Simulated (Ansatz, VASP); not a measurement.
## Ni in VASP and in Ansatz

```
Ni
1.0
     0.00000    1.77853    1.77853
     1.77853    0.00000    1.77853
     1.77853    1.77853    0.00000
Ni
1
Direct
  0.00000 0.00000 0.00000
```

Alike in both runs: task single point; functional PBE; k mesh 22 × 22 × 22; occupations gaussian, width 0.05 eV; no spin polarisation.

```csv
,VASP,Ansatz
version,VASP 6.6.1,Ansatz 0.2.0
potentials or method,"VASP PAW PBE potentials, release 64 (Ni), cutoff 520 eV","scalar-relativistic, plane waves, PAW"
valence electrons in the cell,10,18
```

Ansatz gave:

```
gap on the k mesh at the Fermi level (eV) : none
pressure (GPa)                            : -7.3
```

**Question.** What did VASP give for the same quantities?

**Answer.** gap on the k mesh at the Fermi level (eV): none; pressure (GPa): -7.1.

A gap of «none» marks a metal or a gap that the smearing closes. VASP's potentials hold 10 valence electrons a cell and Ansatz's 18, so a difference there can come from the potentials and not from the codes.
